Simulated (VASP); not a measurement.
# PdF (CsCl type) (Pm-3m) in VASP: a series of runs

Aim: see how the results for PdF (CsCl type) move with the level of theory and the settings. Levels: PBEsol, PBEsol+U. Tasks: single point.

Program: VASP 6.6.1. These are calculated values, not measurements. Logs are shortened: lines on timing, memory, paths and dates and some standing lists are left out, and cuts for length are marked.

## (1) The cell of the first run

Symmetry: Pm-3m, No. 221, cubic system. Conventional cell: a = 2.542 Å, b = 2.542 Å, c = 2.542 Å, α = 90.00°, β = 90.00°, γ = 90.00°. Pd (site symmetry m-3m) has 8 F at 2.20 Å and 6 Pd at 2.54 Å within 2.9 Å. Within 2.9 Å of F (site symmetry m-3m) lie 8 Pd at 2.20 Å and 6 F at 2.54 Å.

## (2) Single point, PBEsol (volume scaled by 0.68)

File INCAR:

```
SYSTEM = PdF
ALGO     = Normal         ! electronic algorithm
EDIFF    = 1E-7           ! SCF threshold, eV
ENCUT    = 520            ! plane-wave cutoff, eV
GGA      = PS             ! functional
ISIF     = 2              ! what is computed and relaxed
ISMEAR   = -1             ! smearing method
LASPH    = .TRUE.         ! aspherical terms in the spheres
LCHARG   = .FALSE.        ! write CHGCAR
LREAL    = .FALSE.        ! projectors in reciprocal space
LWAVE    = .FALSE.        ! write WAVECAR
NBANDS   = 16             ! bands
NELM     = 80             ! most SCF steps
PREC     = Accurate       ! precision mode
SIGMA    = 0.05           ! smearing width, eV
```

File KPOINTS:

```
k-points
0
G
  14 14 14
  0 0 0
```

File POSCAR:

```
PdF
1.0
    2.5415656476      0.0000000000      0.0000000000
    0.0000000000      2.5415656476      0.0000000000
    0.0000000000      0.0000000000      2.5415656476
Pd F
1 1
Direct
    0.0000000000      0.0000000000      0.0000000000
    0.5000000000      0.5000000000      0.5000000000
```

Potentials or basis: VASP PAW PBE potentials, release 64 (Pd, F).

Run with:

```bash
$ cat potpaw_PBE.64/Pd/POTCAR potpaw_PBE.64/F/POTCAR > POTCAR
$ mpirun -np 1 vasp_std > vasp.out
```

OUTCAR:

```text
SYSTEM = PdF
   EDIFF = 1E-7
   ENCUT = 520
   GGA = PS
   ISIF = 2
   ISMEAR = -1
   LASPH = .TRUE.
   LREAL = .FALSE.
   NELM = 80
   PREC = Accurate

 ion  position               nearest neighbor table
   1  0.000  0.000  0.000-   2 2.20   2 2.20   2 2.20   2 2.20   2 2.20   2 2.20   2 2.20   2 2.20

   2  0.500  0.500  0.500-   1 2.20   1 2.20   1 2.20   1 2.20   1 2.20   1 2.20   1 2.20   1 2.20

  LATTYP: Found a simple cubic cell.
 ALAT       =     2.5415656476

  Lattice vectors:

 A1 = (   2.5415656476,   0.0000000000,   0.0000000000)
 A2 = (   0.0000000000,   2.5415656476,   0.0000000000)
 A3 = (   0.0000000000,   0.0000000000,   2.5415656476)

Analysis of symmetry for initial positions (statically):
=====================================================================
 Subroutine PRICEL returns:
 Original cell was already a primitive cell.

 Routine SETGRP: Setting up the symmetry group for a
 simple cubic supercell.

 Subroutine GETGRP returns: Found 48 space group operations
 (whereof 48 operations were pure point group operations)
 out of a pool of 48 trial point group operations.

The static configuration has the point symmetry O_h .

Analysis of symmetry for dynamics (positions and initial velocities):
=====================================================================
 Subroutine PRICEL returns:
 Original cell was already a primitive cell.

 Routine SETGRP: Setting up the symmetry group for a
 simple cubic supercell.

 Subroutine GETGRP returns: Found 48 space group operations
 (whereof 48 operations were pure point group operations)
 out of a pool of 48 trial point group operations.

The dynamic configuration has the point symmetry O_h .

 Subroutine INISYM returns: Found 48 space group operations
 (whereof 48 operations are pure point group operations),
 and found     1 'primitive' translations

----------------------------------------------------------------------------------------

                                     Primitive cell

  volume of cell :      16.4174

  direct lattice vectors                    reciprocal lattice vectors
     2.541565648  0.000000000  0.000000000     0.393458261  0.000000000  0.000000000
     0.000000000  2.541565648  0.000000000     0.000000000  0.393458261  0.000000000
     0.000000000  0.000000000  2.541565648     0.000000000  0.000000000  0.393458261

  length of vectors
     2.541565648  2.541565648  2.541565648     0.393458261  0.393458261  0.393458261

  position of ions in fractional coordinates (direct lattice)
     0.000000000  0.000000000  0.000000000
     0.500000000  0.500000000  0.500000000

  ion indices of the primitive-cell ions
   primitive index   ion index
                 1           1
                 2           2

----------------------------------------------------------------------------------------

 KPOINTS: k-points

Automatic generation of k-mesh.
 Grid dimensions read from file:
 generate k-points for:   14   14   14

 Generating k-lattice:

  Cartesian coordinates                     Fractional coordinates (reciprocal lattice)
     0.028104162  0.000000000  0.000000000     0.071428571  0.000000000  0.000000000
     0.000000000  0.028104162  0.000000000     0.000000000  0.071428571  0.000000000
     0.000000000  0.000000000  0.028104162     0.000000000  0.000000000  0.071428571

  Length of vectors
     0.028104162  0.028104162  0.028104162

  Shift w.r.t. Gamma in fractional coordinates (k-lattice)
     0.000000000  0.000000000  0.000000000

 Subroutine IBZKPT returns following result:
 ===========================================

 Found    120 irreducible k-points:

 Following reciprocal coordinates:
            Coordinates               Weight
  0.000000  0.000000  0.000000      1.000000
  0.071429  0.000000  0.000000      6.000000
  0.142857  0.000000  0.000000      6.000000
  0.214286  0.000000  0.000000      6.000000
  0.285714  0.000000  0.000000      6.000000
  0.357143  0.000000  0.000000      6.000000
[... 16 lines left out ...]
  0.285714  0.214286  0.000000     24.000000
  0.357143  0.214286  0.000000     24.000000
 [... further k-points ...]
   k-points           NKPTS =    120   k-points in BZ     NKDIM =    120   number of bands    NBANDS=     16
   number of dos      NEDOS =    301   number of ions     NIONS =      2
   total plane-waves  NPLWV =   8000
   dimension x,y,z NGX =    20 NGY =   20 NGZ =   20
   dimension x,y,z NGXF=    40 NGYF=   40 NGZF=   40
   ions per type =               1   1
   NGX,Y,Z   is equivalent  to a cutoff of  13.08, 13.08, 13.08 a.u.
   NGXF,Y,Z  is equivalent  to a cutoff of  26.16, 26.16, 26.16 a.u.
 SYSTEM =  PdF
   PREC   = accura    normal or accurate (medium, high low for compatibility)
   ISTART =      0    job   : 0-new  1-cont  2-samecut
   ICHARG =      2    charge: 1-file 2-atom 10-const
   ISPIN  =      1    spin polarized calculation?
   LNONCOLLINEAR =      F non collinear calculations
   LSORBIT =      F    spin-orbit coupling
   LASPH  =      T    aspherical Exc in radial PAW
   ENCUT  =  520.0 eV  38.22 Ry    6.18 a.u.   4.73  4.73  4.73*2*pi/ulx,y,z
   NELM   =     80;   NELMIN=  2; NELMDL= -5     # of ELM steps
   EDIFF  = 0.1E-06   stopping-criterion for ELM
   LREAL  =      F    real-space projection
   EDIFFG = 0.1E-05   stopping-criterion for IOM
   NSW    =      0    number of steps for IOM
   IBRION =     -1    ionic relax: 0-MD 1-quasi-New 2-CG
   NFREE  =      0    steps in history (QN), initial steepest desc. (CG)
   ISIF   =      2    stress and relaxation
   ISYM   =      2    0-nonsym 1-usesym 2-fastsym
   POTIM  = 0.5000    time-step for ionic-motion
   TEBEG  =    0.0;   TEEND  =   0.0 temperature during run
   PSTRESS=    0.0 pullay stress
   NELECT =      17.0000    total number of electrons
   NUPDOWN=      -1.0000    fix difference up-down
   EMIN   =  10.00;   EMAX   =-10.00  energy-range for DOS
   EFERMI =   0.00;   METHOD = LEGACY
   ISMEAR =    -1;   SIGMA  =   0.05  broadening in eV -4-tet -1-fermi 0-gaus
   EFERMI_NEDOS =   21; number of points for ismear=-14 and -15
   IALGO  =     38    algorithm
   IMIX   =      4    mixing-type and parameters
     AMIX     =   0.40;   BMIX     =  1.00
     AMIX_MAG =   1.60;   BMIX_MAG =  1.00
  volume/ion in A,a.u.               =       8.21        55.39
  Fermi-wavevector in a.u.,A,eV,Ry     =   1.656240  3.129839 37.322540  2.743129
  Thomas-Fermi vector in A             =   2.744198
   LORBIT       =      0    0 simple, 1 ext, 2 COOP (PROOUT), +10 PAW based schemes
   GGA     = PS    functional components
   LHFCALC =     F    Hartree Fock is set to
   AEXX    =    0.0000 exact exchange contribution
   IVDW    =     0    specifies the selected vdW correction
   LEPSILON=     F    determine dielectric tensor
   LRPA    =     F    only Hartree local field effects (RPA)
 non-spin polarized calculation
  energy-cutoff  :      520.00
  volume of cell :       16.42
 maximum number of plane-waves:       466
 NGX is ok and might be reduce to    20
   NGX =  9   NGY =  9   NGZ =  9

 number of electron      17.0000010 magnetization

 Free energy of the ion-electron system (eV)
  ---------------------------------------------------
  ext. energy  EPLUGINS =         0.00000000
  ---------------------------------------------------
  free energy    TOTEN  =        -6.07810598 eV

  energy without entropy =       -6.05131913  energy(sigma->0) =       -6.06471256

 E-fermi :  12.9108     XC(G=0): -14.8816

 val. band max:       12.8937901880   @ k =   0.3571   0.0714   0.0000
 cond. band min:      12.9171975371   @ k =   0.4286   0.2857   0.2143
 fundamental gap:      0.0234073491
 Fermi energy:        12.9108158416

 k-point     1 :       0.0000    0.0000    0.0000
  band No.  band energies     occupation
      1     -13.9847      2.00000
      2       6.4195      2.00000
      3       6.4195      2.00000
      4       6.4195      2.00000
      5       6.8979      2.00000
      6       6.8979      2.00000
[... 8 lines left out ...]
     15      34.6973      0.00000
     16      40.2619      0.00000

 k-point     2 :       0.0714    0.0000    0.0000
  band No.  band energies     occupation
      1     -13.9432      2.00000
      2       5.8125      2.00000
      3       6.3642      2.00000
      4       6.3642      2.00000
      5       6.9312      2.00000
      6       7.3935      2.00000
[... 8 lines left out ...]
     15      35.1736      0.00000
     16      40.2673      0.00000

 k-point     3 :       0.1429    0.0000    0.0000
  band No.  band energies     occupation
      1     -13.8262      2.00000
      2       4.8718      2.00000
      3       6.2115      2.00000
      4       6.2115      2.00000
      5       7.0261      2.00000
      6       8.1400      2.00000
[... 8 lines left out ...]
     15      36.1489      0.00000
     16      40.2809      0.00000

 k-point     4 :       0.2143    0.0000    0.0000
  band No.  band energies     occupation
      1     -13.6525      2.00000
      2       3.8767      2.00000
      3       5.9960      2.00000
      4       5.9960      2.00000
      5       7.1671      2.00000
      6       9.0682      2.00000
[... 8 lines left out ...]
     15      37.3172      0.00000
     16      40.2996      0.00000
[... 324 lines left out ...]
 k-point    22 :       0.2143    0.2143    0.0000
  band No.  band energies     occupation
      1     -13.4131      2.00000
      2       3.7929      2.00000
      3       4.7659      2.00000
      4       5.9786      2.00000
      5       8.1099      2.00000
      6       9.8981      2.00000
[... 8 lines left out ...]
     15      38.2378      0.00000
     16      40.2846      0.00000

 k-point    23 :       0.2857    0.2143    0.0000
  band No.  band energies     occupation
      1     -13.2715      2.00000
      2       3.3274      2.00000
      3       4.6935      2.00000
      4       5.9471      2.00000
      5       8.2441      2.00000
      6      10.6414      2.00000
[... 8 lines left out ...]
     15      38.7657      0.00000
     16      40.2848      0.00000

 k-point    24 :       0.3571    0.2143    0.0000
  band No.  band energies     occupation
      1     -13.1410      2.00000
      2       2.8395      2.00000
      3       4.7207      2.00000
      4       5.9046      2.00000
      5       8.2700      2.00000
      6      11.2392      2.00000
[... 8 lines left out ...]
     15      39.3940      0.00000
     16      40.2775      0.00000

 [... further k-points ...]
[... 5 lines left out ...]
  --------------------------------------------------------------------------------------
  -------------------------------------------------------------------------------------
  Total       13.5663312     13.5663312     13.5663312      0.0000000      0.0000000     -0.0000000
  in kB     1323.9421343   1323.9421343   1323.9421343      0.0000000      0.0000000     -0.0000000
  external PRESSURE =    1323.9421343 kB  Pullay stress =       0.0000000 kB

 VOLUME and BASIS-vectors are now :
 -----------------------------------------------------------------------------
  energy-cutoff  :      520.00
  volume of cell :       16.42
      direct lattice vectors                 reciprocal lattice vectors
     2.541565648  0.000000000  0.000000000     0.393458261  0.000000000  0.000000000
     0.000000000  2.541565648  0.000000000     0.000000000  0.393458261  0.000000000
     0.000000000  0.000000000  2.541565648     0.000000000  0.000000000  0.393458261

 POSITION                                       TOTAL-FORCE (eV/Angst)
 -----------------------------------------------------------------------------------
      0.00000      0.00000      0.00000         0.000000      0.000000      0.000000
      1.27078      1.27078      1.27078         0.000000      0.000000      0.000000
 -----------------------------------------------------------------------------------
    total drift:                                0.000000      0.000000      0.000000

  FREE ENERGIE OF THE ION-ELECTRON SYSTEM (eV)
  ---------------------------------------------------
  free  energy   TOTEN  =        -6.0781059813 eV

  energy  without entropy=       -6.0513191288  energy(sigma->0) =       -6.06471256
```

Wall time 34 s (1 thread of Intel Xeon 8259CL, shared host); peak memory 0.15 GiB.

What came out:

```yaml
Free_energy: -6.0781 eV
Pressure: 132.4 GPa
```

Caveat: the cell differs from its parent crystal (volume scaled by 0.68); the PAW data sets were made with another functional, which shifts forces and pressure a little; an odd number of electrons without spin polarisation forces a metal; a magnetic or distorted state may lie lower.

## (3) Single point, PBEsol+U

This run uses another cell than the first one, of 5.19 Å³/atom, 0.632 times its volume.

File INCAR:

```
SYSTEM = PdF
PREC = Accurate
ENCUT = 520
EDIFF = 1E-6
ISMEAR = -1
SIGMA = 0.05
LREAL = .FALSE.
LASPH = .TRUE.
NELM = 150
ALGO = Normal
ISIF = 2
LWAVE = .FALSE.
LCHARG = .FALSE.
LMAXMIX = 4
LDAU = .TRUE.
LDAUTYPE = 2
LDAUL = 2 -1
LDAUU = 2 0
LDAUJ = 0 0
LDAUPRINT = 1
GGA = PS
NBANDS = 16
```

File KPOINTS:

```
regular mesh
0
G
  14 14 14
  0 0 0
```

File POSCAR:

```
PdF
1.0
    2.1814964611      0.0000000000      0.0000000000
    0.0000000000      2.1814964611      0.0000000000
    0.0000000000      0.0000000000      2.1814964611
Pd F
1 1
Direct
    0.0000000000      0.0000000000      0.0000000000
    0.5000000000      0.5000000000      0.5000000000
```

Potentials or basis: VASP PAW PBE potentials, release 64 (Pd, F).

Run with:

```bash
$ cat potpaw_PBE.64/Pd/POTCAR potpaw_PBE.64/F/POTCAR > POTCAR
$ mpirun -np 1 vasp_std > vasp.out
```

OUTCAR:

```text
SYSTEM = PdF
   PREC = Accurate
   ENCUT = 520
   EDIFF = 1E-6
   ISMEAR = -1
   LREAL = .FALSE.
   LASPH = .TRUE.
   NELM = 150
   ISIF = 2
   GGA = PS

 ion  position               nearest neighbor table
   1  0.000  0.000  0.000-   2 1.89   2 1.89   2 1.89   2 1.89   2 1.89   2 1.89   2 1.89   2 1.89

   2  0.500  0.500  0.500-   1 1.89   1 1.89   1 1.89   1 1.89   1 1.89   1 1.89   1 1.89   1 1.89

  LATTYP: Found a simple cubic cell.
 ALAT       =     2.1814964611

  Lattice vectors:

 A1 = (   2.1814964611,   0.0000000000,   0.0000000000)
 A2 = (   0.0000000000,   2.1814964611,   0.0000000000)
 A3 = (   0.0000000000,   0.0000000000,   2.1814964611)

Analysis of symmetry for initial positions (statically):
=====================================================================
 Subroutine PRICEL returns:
 Original cell was already a primitive cell.

 Routine SETGRP: Setting up the symmetry group for a
 simple cubic supercell.

 Subroutine GETGRP returns: Found 48 space group operations
 (whereof 48 operations were pure point group operations)
 out of a pool of 48 trial point group operations.

The static configuration has the point symmetry O_h .

[... 190 lines left out ...]
  ext. energy  EPLUGINS =         0.00000000
  ---------------------------------------------------
  free energy    TOTEN  =         8.18611473 eV

  energy without entropy =        8.19650350  energy(sigma->0) =        8.19130911

 E-fermi :  24.3772     XC(G=0): -18.1731

 val. band max:       24.3649638311   @ k =   0.4286   0.3571   0.0000
 cond. band min:      24.3808639483   @ k =   0.4286   0.0000   0.0000
 fundamental gap:      0.0159001172
 Fermi energy:        24.3771611421

 k-point     1 :       0.0000    0.0000    0.0000
  band No.  band energies     occupation
      1      -8.8656      2.00000
      2      11.5054      2.00000
      3      11.5054      2.00000
      4      14.2481      2.00000
      5      14.2481      2.00000
      6      14.2481      2.00000
[... 433 lines left out ...]
      3      10.8572      2.00000
      4      12.3244      2.00000
      5      14.7317      2.00000
      6      20.8943      2.00000
[... 8 lines left out ...]
     15      51.1497      0.00000
     16      54.9027      0.00000

 [... further k-points ...]
[... 5 lines left out ...]
  --------------------------------------------------------------------------------------
  -------------------------------------------------------------------------------------
  Total       52.6523376     52.6523376     52.6523376     -0.0000000      0.0000000     -0.0000000
  in kB     8125.7732935   8125.7732935   8125.7732935     -0.0000000      0.0000000     -0.0000000
  external PRESSURE =    8125.7732935 kB  Pullay stress =       0.0000000 kB

 VOLUME and BASIS-vectors are now :
 -----------------------------------------------------------------------------
  energy-cutoff  :      520.00
  volume of cell :       10.38
      direct lattice vectors                 reciprocal lattice vectors
     2.181496461  0.000000000  0.000000000     0.458400927  0.000000000  0.000000000
     0.000000000  2.181496461  0.000000000     0.000000000  0.458400927  0.000000000
     0.000000000  0.000000000  2.181496461     0.000000000  0.000000000  0.458400927

 POSITION                                       TOTAL-FORCE (eV/Angst)
 -----------------------------------------------------------------------------------
      0.00000      0.00000      0.00000         0.000000      0.000000      0.000000
      1.09075      1.09075      1.09075         0.000000      0.000000      0.000000
 -----------------------------------------------------------------------------------
    total drift:                                0.000000      0.000000      0.000000

  FREE ENERGIE OF THE ION-ELECTRON SYSTEM (eV)
  ---------------------------------------------------
  free  energy   TOTEN  =         8.1861147300 eV

  energy  without entropy=        8.1965034999  energy(sigma->0) =        8.19130911
```

Wall time 14 s (1 thread of Intel Xeon 8259CL, shared host); peak memory 0.13 GiB.

The run converged, but its numbers aren't listed here, since they failed a check.

Caveat: the PAW data sets were made with another functional, which shifts forces and pressure a little; an odd number of electrons without spin polarisation forces a metal; a magnetic or distorted state may lie lower; U without spin polarisation on a metal has little footing.

(Part 1 of 2 ends here.)
